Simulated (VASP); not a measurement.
# CuSi16 (a cell with a defect) in VASP: single point with PBE+D3(BJ)

Aim: the single point of CuSi16 (a cell with a defect) with PBE+D3(BJ).

All numbers are computed with VASP 6.6.1; they aren't measurements. Logs are shortened: lines on timing, memory, paths and dates and some standing lists are left out, and cuts for length are marked.

## Step 1: The cell of the first run

The cell holds a defect, 17 atoms: a = 7.679 Å, b = 7.679 Å, c = 7.679 Å, α = 60.00°, β = 60.00°, γ = 60.00°.

## Step 2: Single point, PBE+D3(BJ)

File INCAR:

```
SYSTEM = CuSi16
PREC = Accurate ; ENCUT = 520
EDIFF = 1E-6 ; ISMEAR = 0
SIGMA = 0.02 ; LREAL = Auto
LASPH = .TRUE. ; NELM = 80
ALGO = Normal ; ISIF = 2
LWAVE = .FALSE. ; LCHARG = .TRUE.
GGA = PE ; IVDW = 12
LELF = .TRUE. ; LVHAR = .TRUE.
NELECT = 74.0 ; NBANDS = 52
```

File KPOINTS:

```
Automatic mesh
0
G
  2 2 2
  0 0 0
```

File POSCAR:

```
CuSi16
1.0
    0.0000000000      5.4300000000      5.4300000000
    5.4300000000      0.0000000000      5.4300000000
    5.4300000000      5.4300000000      0.0000000000
Si Cu
16 1
Direct
    0.0080932781     -0.0388234807      0.0155336096
    0.1202118785      0.1213400552      0.1138231123
   -0.0135911602      0.0016355433      0.5057338858
    0.1202130755      0.1205152855      0.6448018416
   -0.0024686924      0.4925136280      0.0011804788
    0.1388954880      0.5892124309      0.1361081952
   -0.0022781768      0.4917249540      0.5091746777
    0.1138407919      0.6301787293      0.6278829650
    0.5042405157      0.0049631676     -0.0205760589
    0.6395734807      0.1218265193      0.1188987109
    0.5042588398      0.0042652855      0.5109153775
    0.6180294659      0.1633674033      0.6086489871
    0.5112396869      0.4932973297     -0.0023518416
    0.6261082873      0.6339086556      0.1154517495
    0.4860756906      0.5354068140      0.4889639042
    0.6263005525      0.6332826888      0.6243434622
    0.3107695212      0.0680628913      0.3103761510
```

Potentials or basis: VASP PAW PBE potentials, release 64 (Si, Cu).

Started as:

```console
cat potpaw_PBE.64/Si/POTCAR potpaw_PBE.64/Cu/POTCAR > POTCAR
mpirun -np 1 vasp_std > vasp.out
```

OUTCAR:

```text
SYSTEM = CuSi16
   PREC = Accurate
   ENCUT = 520
   EDIFF = 1E-6
   ISMEAR = 0
   LREAL = Auto
   LASPH = .TRUE.
   NELM = 80
   ISIF = 2
   GGA = PE
   IVDW = 12
   NELECT = 74.0
 IVDW          = 12

 ion  position               nearest neighbor table
   1  0.008  0.961  0.016-  10 2.32   6 2.33   2 2.34   4 2.34
   2  0.120  0.121  0.114-   5 2.33   1 2.34  17 2.36   9 2.41   3 2.46
   3  0.986  0.002  0.506-  12 2.32   8 2.33  17 2.34   4 2.46   2 2.46
   4  0.120  0.121  0.645-   7 2.33   1 2.34  17 2.36  11 2.41   3 2.46
   5  0.998  0.493  0.001-   2 2.33  14 2.33   8 2.34   6 2.35
   6  0.139  0.589  0.136-   1 2.33  13 2.34   5 2.35   7 2.35
   7  0.998  0.492  0.509-   4 2.33  16 2.33   8 2.34   6 2.35
   8  0.114  0.630  0.628-   3 2.33  15 2.34   5 2.34   7 2.34
   9  0.504  0.005  0.979-  14 2.33  12 2.34  17 2.37   2 2.41  10 2.46
  10  0.640  0.122  0.119-   1 2.32  13 2.33  17 2.33   9 2.46  11 2.46
  11  0.504  0.004  0.511-  16 2.33  12 2.34  17 2.37   4 2.41  10 2.46
  12  0.618  0.163  0.609-   3 2.32  15 2.33  11 2.34   9 2.34
  13  0.511  0.493  0.998-  10 2.33   6 2.34  16 2.34  14 2.34
  14  0.626  0.634  0.115-   9 2.33   5 2.33  13 2.34  15 2.35
  15  0.486  0.535  0.489-  12 2.33   8 2.34  14 2.35  16 2.35
  16  0.626  0.633  0.624-  11 2.33   7 2.33  13 2.34  15 2.35
  17  0.311  0.068  0.310-  10 2.33   3 2.34   2 2.36   4 2.36  11 2.37   9 2.37

  LATTYP: Found a face centered cubic cell.
 ALAT       =    10.8600000000

  Lattice vectors:

 A1 = (   0.0000000000,   5.4300000000,   5.4300000000)
 A2 = (   5.4300000000,   0.0000000000,   5.4300000000)
 A3 = (   5.4300000000,   5.4300000000,   0.0000000000)

Analysis of symmetry for initial positions (statically):
=====================================================================
 Subroutine PRICEL returns:
 Original cell was already a primitive cell.

 Routine SETGRP: Setting up the symmetry group for a
 face centered cubic supercell.

 Subroutine GETGRP returns: Found  1 space group operations
 (whereof  1 operations were pure point group operations)
 out of a pool of 48 trial point group operations.

The static configuration has the point symmetry C_1 .

Analysis of symmetry for dynamics (positions and initial velocities):
=====================================================================
 Subroutine PRICEL returns:
 Original cell was already a primitive cell.

 Routine SETGRP: Setting up the symmetry group for a
 face centered cubic supercell.

 Subroutine GETGRP returns: Found  1 space group operations
 (whereof  1 operations were pure point group operations)
 out of a pool of 48 trial point group operations.

The dynamic configuration has the point symmetry C_1 .

 Subroutine INISYM returns: Found  1 space group operations
 (whereof  1 operations are pure point group operations),
 and found     1 'primitive' translations

----------------------------------------------------------------------------------------

                                     Primitive cell

  volume of cell :     320.2060

  direct lattice vectors                    reciprocal lattice vectors
     0.000000000  5.430000000  5.430000000    -0.092081031  0.092081031  0.092081031
     5.430000000  0.000000000  5.430000000     0.092081031 -0.092081031  0.092081031
     5.430000000  5.430000000  0.000000000     0.092081031  0.092081031 -0.092081031

  length of vectors
     7.679179644  7.679179644  7.679179644     0.159489025  0.159489025  0.159489025

  position of ions in fractional coordinates (direct lattice)
     0.008093278  0.961176519  0.015533610
     0.120211879  0.121340055  0.113823112
     0.986408840  0.001635543  0.505733886
     0.120213075  0.120515285  0.644801842
     0.997531308  0.492513628  0.001180479
     0.138895488  0.589212431  0.136108195
[... 9 lines left out ...]
     0.626300552  0.633282689  0.624343462
     0.310769521  0.068062891  0.310376151

  ion indices of the primitive-cell ions
   primitive index   ion index
                 1           1
                 2           2
                 3           3
                 4           4
                 5           5
                 6           6
[... 9 lines left out ...]
                16          16
                17          17

----------------------------------------------------------------------------------------

 KPOINTS: Automatic mesh

Automatic generation of k-mesh.
 Grid dimensions read from file:
 generate k-points for:    2    2    2

 Generating k-lattice:

  Cartesian coordinates                     Fractional coordinates (reciprocal lattice)
    -0.046040516  0.046040516  0.046040516     0.500000000  0.000000000  0.000000000
     0.046040516 -0.046040516  0.046040516     0.000000000  0.500000000  0.000000000
     0.046040516  0.046040516 -0.046040516     0.000000000  0.000000000  0.500000000

  Length of vectors
     0.079744512  0.079744512  0.079744512

  Shift w.r.t. Gamma in fractional coordinates (k-lattice)
     0.000000000  0.000000000  0.000000000

 Subroutine IBZKPT returns following result:
 ===========================================

 Found      8 irreducible k-points:

 Following reciprocal coordinates:
            Coordinates               Weight
  0.000000  0.000000  0.000000      1.000000
  0.500000  0.000000  0.000000      1.000000
  0.000000  0.500000  0.000000      1.000000
  0.000000  0.000000  0.500000      1.000000
  0.500000  0.500000  0.500000      1.000000
  0.500000  0.500000  0.000000      1.000000
  0.000000  0.500000  0.500000      1.000000
  0.500000  0.000000  0.500000      1.000000
   k-points           NKPTS =      8   k-points in BZ     NKDIM =      8   number of bands    NBANDS=     52
   number of dos      NEDOS =    301   number of ions     NIONS =     17
   total plane-waves  NPLWV = 216000
   dimension x,y,z NGX =    60 NGY =   60 NGZ =   60
   dimension x,y,z NGXF=   120 NGYF=  120 NGZF=  120
   ions per type =              16   1
   NGX,Y,Z   is equivalent  to a cutoff of  12.99, 12.99, 12.99 a.u.
   NGXF,Y,Z  is equivalent  to a cutoff of  25.98, 25.98, 25.98 a.u.
 SYSTEM =  CuSi16
   PREC   = accura    normal or accurate (medium, high low for compatibility)
   ISTART =      0    job   : 0-new  1-cont  2-samecut
   ICHARG =      2    charge: 1-file 2-atom 10-const
   ISPIN  =      1    spin polarized calculation?
   LNONCOLLINEAR =      F non collinear calculations
   LSORBIT =      F    spin-orbit coupling
   LASPH  =      T    aspherical Exc in radial PAW
   ENCUT  =  520.0 eV  38.22 Ry    6.18 a.u.  14.28 14.28 14.28*2*pi/ulx,y,z
   NELM   =     80;   NELMIN=  2; NELMDL= -5     # of ELM steps
   EDIFF  = 0.1E-05   stopping-criterion for ELM
   LREAL  =      T    real-space projection
   EDIFFG = 0.1E-04   stopping-criterion for IOM
   NSW    =      0    number of steps for IOM
   IBRION =     -1    ionic relax: 0-MD 1-quasi-New 2-CG
   NFREE  =      0    steps in history (QN), initial steepest desc. (CG)
   ISIF   =      2    stress and relaxation
   ISYM   =      2    0-nonsym 1-usesym 2-fastsym
   POTIM  = 0.5000    time-step for ionic-motion
   TEBEG  =    0.0;   TEEND  =   0.0 temperature during run
   PSTRESS=    0.0 pullay stress
   NELECT =      74.0000    total number of electrons
   NUPDOWN=      -1.0000    fix difference up-down
   EMIN   =  10.00;   EMAX   =-10.00  energy-range for DOS
   EFERMI =   0.00;   METHOD = LEGACY
   ISMEAR =     0;   SIGMA  =   0.02  broadening in eV -4-tet -1-fermi 0-gaus
   EFERMI_NEDOS =   21; number of points for ismear=-14 and -15
   IALGO  =     38    algorithm
   IMIX   =      4    mixing-type and parameters
     AMIX     =   0.40;   BMIX     =  1.00
     AMIX_MAG =   1.60;   BMIX_MAG =  1.00
  volume/ion in A,a.u.               =      18.84       127.11
  Fermi-wavevector in a.u.,A,eV,Ry     =   1.004636  1.898488 13.732283  1.009294
  Thomas-Fermi vector in A             =   2.137265
   LORBIT       =      0    0 simple, 1 ext, 2 COOP (PROOUT), +10 PAW based schemes
   GGA     = PE    functional components
   LHFCALC =     F    Hartree Fock is set to
   AEXX    =    0.0000 exact exchange contribution
   IVDW    =    12    specifies the selected vdW correction
   LEPSILON=     F    determine dielectric tensor
   LRPA    =     F    only Hartree local field effects (RPA)
 non-spin polarized calculation
 Gauss-broadening in eV      SIGMA  =   0.02
  energy-cutoff  :      520.00
  volume of cell :      320.21
 maximum number of plane-waves:      8646
 NGX is ok and might be reduce to    60
   NGX = 29   NGY = 29   NGZ = 29

 number of electron      74.0000004 magnetization

 Free energy of the ion-electron system (eV)
  ---------------------------------------------------
  ext. energy  EPLUGINS =         0.00000000
  ---------------------------------------------------
  free energy    TOTEN  =       -94.17063621 eV

  energy without entropy =      -94.17063621  energy(sigma->0) =      -94.17063621

 E-fermi :   6.4008     XC(G=0):  -9.6166

 val. band max:        6.3216066880   @ k =   0.0000   0.0000   0.0000
 cond. band min:       6.4799259778   @ k =   0.0000   0.0000   0.0000
 fundamental gap:      0.1583192898
 Fermi energy:         6.4007945350

 k-point     1 :       0.0000    0.0000    0.0000
  band No.  band energies     occupation
      1      -5.8999      2.00000
      2      -3.5538      2.00000
      3      -3.5166      2.00000
      4      -3.4845      2.00000
      5      -3.4713      2.00000
      6      -1.9449      2.00000
[... 41 lines left out ...]
     48       8.4150      0.00000
     49       8.4998      0.00000

 k-point     2 :       0.5000    0.0000    0.0000
  band No.  band energies     occupation
      1      -5.1844      2.00000
      2      -4.9864      2.00000
      3      -3.3194      2.00000
      4      -3.2462      2.00000
      5      -3.1127      2.00000
      6      -3.1061      2.00000
[... 304 lines left out ...]
 k-point     8 :       0.5000    0.0000    0.5000
  band No.  band energies     occupation
      1      -4.9325      2.00000
      2      -4.7188      2.00000
      3      -3.9178      2.00000
      4      -3.7733      2.00000
      5      -3.7488      2.00000
      6      -3.7333      2.00000
[... 41 lines left out ...]
     48      10.4278      0.00000
     49      10.4535      0.00000
 [bands above 49 left out]

------------------------ aborting loop because EDIFF is reached ----------------------------------------

 Edisp (eV)   -5.67541

 E8    (eV) :    -2.3545

  FORCE on cell =-STRESS in cart. coord.  units (eV):
  Direction    XX          YY          ZZ          XY          YZ          ZX
  --------------------------------------------------------------------------------------
  -------------------------------------------------------------------------------------
  Total      -7.02710    -7.02151    -6.66348    -1.18070    -0.06796     0.07001
  in kB     -35.16066   -35.13271   -33.34129    -5.90773    -0.34002     0.35030
  external pressure =      -34.54 kB  Pullay stress =        0.00 kB

 VOLUME and BASIS-vectors are now :
 -----------------------------------------------------------------------------
  energy-cutoff  :      520.00
  volume of cell :      320.21
      direct lattice vectors                 reciprocal lattice vectors
     0.000000000  5.430000000  5.430000000    -0.092081031  0.092081031  0.092081031
     5.430000000  0.000000000  5.430000000     0.092081031 -0.092081031  0.092081031
     5.430000000  5.430000000  0.000000000     0.092081031  0.092081031 -0.092081031

 POSITION                                       TOTAL-FORCE (eV/Angst)
 -----------------------------------------------------------------------------------
      5.30354      0.12829      5.26313         0.008677     -0.013976     -0.002569
      1.27694      1.27081      1.31163        -0.008017     -0.005951     -0.001353
      2.75502      8.10234      5.36508         0.004529     -0.002374     -0.003600
      4.15567      4.15403      1.30716         0.003887      0.005611      0.001030
      2.68076      5.42301      8.09094        -0.005609      0.002630     -0.001562
      3.93849      1.49327      3.95363        -0.004608      0.003151      0.004159
[... 9 lines left out ...]
      6.82891      6.79100      6.83954        -0.004124     -0.001100     -0.003853
      2.05492      3.37282      2.05706         0.016485     -0.018925      0.006951
 -----------------------------------------------------------------------------------
    total drift:                                0.002193     -0.001670      0.008897

  FREE ENERGIE OF THE ION-ELECTRON SYSTEM (eV)
  ---------------------------------------------------
  free  energy   TOTEN  =       -99.8460429620 eV

  energy  without entropy=      -99.8460429616  energy(sigma->0) =      -99.84604296
```

It took 3.7 min on 1 thread of AMD EPYC 9R45 (Zen 5), shared host; peak memory 0.45 GiB.

Results:

* Free energy: -99.8460 eV
* Largest force: 0.026 eV/Å
* Dispersion energy per atom: -0.334 eV

Forces on the atoms (eV/Å):
```
Si   0.009 -0.014 -0.003
Si  -0.008 -0.006 -0.001
Si   0.005 -0.002 -0.004
Si   0.004  0.006  0.001
Si  -0.006  0.003 -0.002
Si  -0.005  0.003  0.004
Si  -0.003  0.000  0.001
Si   0.005 -0.005  0.003
Si  -0.007  0.000  0.000
Si  -0.006  0.012  0.001
Si   0.006  0.008  0.006
Si  -0.006  0.013 -0.005
Si   0.002 -0.004  0.002
Si   0.001  0.005 -0.004
Si  -0.003  0.003 -0.006
Si  -0.004 -0.001 -0.004
Cu   0.016 -0.019  0.007
```

Levels at points of the mesh, in eV from the Fermi level:
| k point | band 33 | band 34 | band 35 | band 36 | band 37 | band 38 | band 39 | band 40 | band 41 | band 42 |
| --- | --- | --- | --- | --- | --- | --- | --- | --- | --- | --- |
| (0.00, 0.00, 0.00) | -1.17 | -1.11 | -0.50 | -0.10 | -0.08 | 0.08 | 0.12 | 0.55 | 0.59 | 0.77 |
| (0.50, 0.00, 0.00) | -1.99 | -1.08 | -0.97 | -0.91 | -0.68 | 0.69 | 1.04 | 1.12 | 1.32 | 1.42 |
| (0.00, 0.50, 0.00) | -2.16 | -0.92 | -0.90 | -0.59 | -0.43 | 0.59 | 0.99 | 1.46 | 1.47 | 1.57 |
| (0.00, 0.00, 0.50) | -1.99 | -1.08 | -0.99 | -0.91 | -0.73 | 0.68 | 1.03 | 1.09 | 1.29 | 1.40 |
| (0.50, 0.50, 0.50) | -1.99 | -1.08 | -0.99 | -0.91 | -0.73 | 0.69 | 1.03 | 1.09 | 1.29 | 1.40 |
| (0.50, 0.50, 0.00) | -1.83 | -1.67 | -1.48 | -1.47 | -1.11 | 0.74 | 0.81 | 1.88 | 2.09 | 2.22 |
| (0.00, 0.50, 0.50) | -1.79 | -1.67 | -1.47 | -1.44 | -1.17 | 0.73 | 0.83 | 1.89 | 2.08 | 2.22 |
| (0.50, 0.00, 0.50) | -1.78 | -1.66 | -1.47 | -1.44 | -1.17 | 0.73 | 0.83 | 1.89 | 2.08 | 2.22 |

Caveat: the k points lie up to 0.50 Å⁻¹ apart; the cell carries a net charge on a neutralising background, which shifts energy and pressure; the cell is charged against a uniform background, so pressure and absolute levels hang on convention.
